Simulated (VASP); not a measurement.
Here is a VASP 6.6.1 calculation.

The input INCAR:

```
SYSTEM = K
PREC     = Accurate       ! precision mode
ENCUT    = 520            ! plane-wave cutoff, eV
EDIFF    = 1E-6           ! SCF threshold, eV
ISMEAR   = 0              ! smearing method
SIGMA    = 0.1            ! smearing width, eV
LREAL    = .FALSE.        ! projectors in reciprocal space
LASPH    = .TRUE.         ! aspherical terms in the spheres
NELM     = 100            ! most SCF steps
ALGO     = Normal         ! electronic algorithm
ISIF     = 2              ! what is computed and relaxed
LWAVE    = .FALSE.        ! write WAVECAR
LCHARG   = .FALSE.        ! write CHGCAR
GGA      = PS             ! functional
NBANDS   = 46             ! bands
```

KPOINTS

```
regular mesh
0
G
  6 6 4
  0 0 0
```

The input POSCAR:

```
K
1.0
    6.1626622127     -4.7780991691      0.0000000000
    6.1626622127      4.7780991691      0.0000000000
    0.0000000000      0.0000000000      9.6641543238
K
8
Direct
    0.7501861455      0.7501861455      0.5000000000
    0.2498138545      0.2498138545      0.5000000000
    0.2503014324      0.7496985676      0.2496284014
    0.7503014324      0.2496985676      0.2503715986
    0.7498138545      0.7498138545      0.0000000000
    0.2501861455      0.2501861455      0.0000000000
    0.2496985676      0.7503014324      0.7496284014
    0.7496985676      0.2503014324      0.7503715986
```

Potentials or basis: VASP PAW PBE potentials, release 64 (K_sv).

Command:

```sh
$ cat potpaw_PBE.64/K_sv/POTCAR > POTCAR
$ mpirun -np 1 vasp_std > vasp.out
```

Q: Estimate the band gap on the k mesh.

A: Zero (band 36 reaches 0.72 eV, above the bottom of band 37 at -0.61 eV).

Q: Predict the pressure.

A: 0.0 GPa.

Caveat: the PAW data sets were made with another functional, which shifts forces and pressure a little.
